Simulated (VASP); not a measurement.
CdSe: single point with PBE

CdSe:

```
Cd Se
1.0
    -0.22727    2.78857    3.09841
     3.09841   -0.22727    3.09841
     2.87115    2.56130    0.00000
Cd Se
1 1
Direct
  0.00000 0.00000 0.00000
  0.75000 0.75000 0.75000
```

This cell differs from its parent crystal: engineering shear strain xz -0.1467, normal strain along z -0.1000.

```
Program             : VASP 6.6.1
Task                : single point
Functional          : PBE
Potentials or basis : VASP PAW PBE potentials, release 64 (Cd, Se)
Cutoff              : 520 eV
k mesh              : 10 × 10 × 10
Occupations         : gaussian, width 0.05 eV
Spin                : no spin polarisation
```

```
Pressure               : 8.3 GPa
Largest force          : 1.496 eV/Å
Band gap on the k mesh : 0.23 eV
```

Forces in eV/Å, atoms in the order of the input:
```
Cd   0.000  0.000  1.496
Se   0.000  0.000 -1.496
```

Stress tensor (GPa, compression positive):
```
8.37 9.08 0.00
9.08 8.45 0.00
0.00 0.00 8.16
```

Levels at points of the mesh, in eV from the valence-band top:
| k point | band 6 | band 7 | band 8 | band 9 | band 10 | band 11 | band 12 | band 13 |
| --- | --- | --- | --- | --- | --- | --- | --- | --- |
| (0.00, 0.00, 0.00) | -8.13 | -0.74 | -0.66 | 0.00 | 0.23 | 4.61 | 5.82 | 6.78 |
| (0.50, 0.00, 0.00) | -7.89 | -5.09 | -1.27 | -0.63 | 2.16 | 5.82 | 6.85 | 7.46 |
| (0.50, 0.50, 0.00) | -7.82 | -4.93 | -2.87 | -1.49 | 2.26 | 4.41 | 8.54 | 9.41 |
| (0.00, 0.00, 0.50) | -7.75 | -5.10 | -1.73 | -1.21 | 1.69 | 5.46 | 6.08 | 7.38 |
| (0.50, 0.00, 0.50) | -7.62 | -4.36 | -2.73 | -2.64 | 2.44 | 2.75 | 8.52 | 9.57 |
| (0.00, 0.50, 0.50) | -7.81 | -4.94 | -2.29 | -2.16 | 2.78 | 3.71 | 7.98 | 9.27 |

Wall time 79 s on 1 thread of Intel(R) Xeon(R) 6975P-C (Granite Rapids), on a shared host, peak memory 0.37 GiB.

Caveat: the cell differs from its parent crystal (engineering shear strain xz -0.1467, normal strain along z -0.1000); the cell stands under pressure; semilocal functionals underestimate gaps, and a narrow one can read as zero; forces of over 1 eV/Å act on the atoms, so gaps and moduli don't describe the material at rest.
